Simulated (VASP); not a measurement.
Input of a VASP 6.6.1 run:

File INCAR:

```
SYSTEM = TiH
ALGO = Normal ; EDIFF = 1E-7
EDIFFG = -0.01 ; ENCUT = 600
GGA = PS ; IBRION = 2
ISIF = 3 ; ISMEAR = -1
LASPH = .True. ; LCHARG = .False.
LREAL = .False. ; LWAVE = .False.
NELM = 100 ; NSW = 60
PREC = Accurate ; PSTRESS = 100.0
SIGMA = 0.1
```

The input KPOINTS:

```
k-points
0
Gamma
  7 7 7
  0 0 0
```

File POSCAR:

```
TiH
1.0
    0.0000000000      2.0900000000      2.0900000000
    2.0900000000      0.0000000000      2.0900000000
    2.0900000000      2.0900000000      0.0000000000
Ti H
1 1
Direct
    0.0000000000      0.0000000000      0.0000000000
    0.5000000000      0.5000000000      0.5000000000
```

Potentials or basis: VASP PAW PBE potentials, release 64 (Ti_sv, H).

The run is started by

```bash
$ cat potpaw_PBE.64/Ti_sv/POTCAR potpaw_PBE.64/H/POTCAR > POTCAR
$ mpirun -np 1 vasp_std > vasp.out
```

(1) What does it give for the relaxed volume?

(2) Estimate the relaxed cell.

(3) Estimate the space group after relaxing (to 0.05 Å).

Answers

(1) 8.39 Å³/atom.

(2) a = 2.874 Å, b = 2.874 Å, c = 2.874 Å, α = 60.00°, β = 60.00°, γ = 60.00°.

(3) Fm-3m (No. 225).

Caveat: the k points lie up to 0.38 Å⁻¹ apart in the final cell; the cell is relaxed towards a set pressure, so the enthalpy falls and the energy may rise; the PAW data sets were made with another functional, which shifts forces and pressure a little.
